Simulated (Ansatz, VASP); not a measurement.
## Mg in VASP and in Ansatz

POSCAR

```
Mg
1.0
    2.9532246413      0.0000000000      0.0000000000
    0.0000000000      2.9532246413      0.0000000000
    0.0000000000      0.0000000000      2.9532246413
Mg
1
Direct
    0.0000000000      0.0000000000      0.0000000000
```

Contents of INCAR.step1:

```
PREC = Accurate ; ENCUT = 520
ISMEAR = -1 ; SIGMA = 0.1
LREAL = F ; LASPH = T
NELM = 80 ; NBANDS = 7
GGA = PE ; ALGO = Normal
EDIFF = 1E-4 ; LWAVE = T
LCHARG = F
```

Contents of INCAR.step2:

```
PREC = Accurate ; ENCUT = 520
EDIFF = 1E-7 ; ISMEAR = -1
SIGMA = 0.1 ; LREAL = F
LASPH = T ; NELM = 80
ALGO = Normal ; ISIF = 2
LWAVE = F ; LCHARG = F
METAGGA = R2SCAN ; LMIXTAU = T
NBANDS = 7 ; ISTART = 1
```

KPOINTS

```
regular mesh
0
Gamma
  12 12 12
```

Input for Ansatz:

```yaml
crystal:
  lattice:
    - [2.9532246413, 0.0, 0.0]
    - [0.0, 2.9532246413, 0.0]
    - [0.0, 0.0, 2.9532246413]
  atoms:
    - { symbol: Mg, position: [0.0, 0.0, 0.0] }
hamiltonian:
  xc: r2scan
  pseudopotentials:
    kind: paw
    azcp:
      Mg: "pseudopotentials/Mg.paw.azcp"
basis:
  ecutwfc: 500
  fft_grid_basis: typed
kpoints:
  mp_grid: { grid: [12, 12, 12], shift: [0, 0, 0] }
magnetization:
  spin_polarized: false
scf:
  occupations: { method: fermi_dirac, width: 0.1 }
  lower_state_search: "off"
output:
  stress: true
```

Alike in both runs: task single point; functional r2SCAN; k mesh 12 × 12 × 12; occupations fermi-dirac, width 0.1 eV; no spin polarisation.

|  | VASP | Ansatz |
| --- | --- | --- |
| version | VASP 6.6.1 | Ansatz 0.2.0 |
| potentials or method | VASP PAW PBE potentials, release 64 (Mg), cutoff 520 eV | plane waves (500 eV) with PAW, scalar-relativistic |
| valence electrons in the cell | 2 | 10 |

Ansatz gave:

* pressure (GPa): 1.1

Problem. What did VASP give for the same quantities?

Solution. Pressure (GPa): 1.0.

VASP's potentials were made for PBE, not for r2SCAN. VASP's potentials hold 2 valence electrons a cell and Ansatz's 10, so a difference there can come from the potentials and not from the codes.
